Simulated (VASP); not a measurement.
A run of VASP 6.6.1 is set up as follows.

Contents of INCAR:

```
SYSTEM = NaI
ALGO     = Normal         ! electronic algorithm
EDIFF    = 1E-6           ! SCF threshold, eV
EDIFFG   = -0.005         ! ionic threshold
ENCUT    = 600            ! plane-wave cutoff, eV
IBRION   = 2              ! ionic algorithm
ISIF     = 3              ! what is computed and relaxed
ISMEAR   = 0              ! smearing method
LASPH    = .True.         ! aspherical terms in the spheres
LCHARG   = .False.        ! write CHGCAR
LREAL    = .False.        ! projectors in reciprocal space
LWAVE    = .False.        ! write WAVECAR
NELM     = 60             ! most SCF steps
NSW      = 100            ! ionic steps
PREC     = Accurate       ! precision mode
SIGMA    = 0.02           ! smearing width, eV
```

The input KPOINTS:

```
k-points
0
Gamma
  6 6 6
  0 0 0
```

POSCAR

```
NaI
1.0
    0.0000000000      3.1312689560      3.1312689560
    3.1312689560      0.0000000000      3.1312689560
    3.1312689560      3.1312689560      0.0000000000
Na I
1 1
Direct
    0.0000000000      0.0000000000      0.0000000000
    0.5000000000      0.5000000000      0.5000000000
```

Potentials or basis: VASP PAW LDA potentials, release 64 (Na_pv, I).

Run with:

```bash
$ cat potpaw_LDA.64/Na_pv/POTCAR potpaw_LDA.64/I/POTCAR > POTCAR
$ mpirun -np 1 vasp_std > vasp.out
```

Question: Predict the band gap on the k mesh.

Answer: 3.63 eV.

Final structure:
```yaml
crystal:
  lattice:
    - [0.00000, 3.13127, 3.13127]
    - [3.13127, 0.00000, 3.13127]
    - [3.13127, 3.13127, 0.00000]
  atoms:
    - { symbol: Na, position: [0.00000, 0.00000, 0.00000] }
    - { symbol: I, position: [0.50000, 0.50000, 0.50000] }
```

Caveat: the relaxation stopped at its first step, so nothing moved; spin-orbit coupling is left out, which moves the levels of the heavy elements. LDA gaps usually lie below the measured ones, often by a third to a half.
